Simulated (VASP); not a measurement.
The system is Mg.

```xyz
3
Lattice="-2.6413 2.6413 2.6413 2.6413 -2.6413 2.6413 2.6413 2.6413 -2.6413" Properties=species:S:1:pos:R:3 pbc="T T T"
Mg    2.6413    0.0000    0.0000
Mg    0.0000    2.6413    0.0000
Mg    0.0000    0.0000    2.6413
```

- Program: VASP 6.6.1
- Task: relaxation of cell and atoms
- Functional: PBE
- Potentials or basis: VASP PAW PBE potentials, release 64 (Mg)
- Cutoff: 600 eV
- k mesh: 6 × 6 × 6
- Occupations: gaussian, width 0.1 eV
- Spin: no spin polarisation

At the start: pressure 7.7 GPa; volume 24.57 Å³/atom.

**Question.** Where does the relaxation end?

**Answer.** Over 4 steps the energy falls by 139.0 meV/atom and the volume is 32.03 Å³/atom (+30.4 %); space group Im-3m (No. 229, to 0.05 Å).

Step by step:
| step | energy change (eV) | largest force (eV/Å) | pressure (GPa) | volume (Å³) |
| --- | --- | --- | --- | --- |
| 1 | 0.0000 | 0.0000 | 7.73 | 73.70 |
| 2 | -0.3725 | 0.0000 | 1.89 | 87.09 |
| 3 | -0.4066 | 0.0000 | -0.70 | 100.08 |
| 4 | -0.4169 | 0.0000 | -0.11 | 96.09 |

Final structure:
```cif
data_structure
_symmetry_space_group_name_H-M 'P 1'
_symmetry_Int_Tables_number 1
_cell_length_a 4.9976
_cell_length_b 4.9976
_cell_length_c 4.9976
_cell_angle_alpha 109.471
_cell_angle_beta 109.471
_cell_angle_gamma 109.471
_cell_volume 96.09
loop_
_atom_site_label
_atom_site_type_symbol
_atom_site_fract_x
_atom_site_fract_y
_atom_site_fract_z
_atom_site_occupancy
Mg1 Mg 0.00000 0.50000 0.50000 1
Mg2 Mg 0.50000 0.00000 0.50000 1
Mg3 Mg 0.50000 0.50000 0.00000 1
```

Caveat: the volume moved by over 15 % at a fixed basis, so the end points are rough.
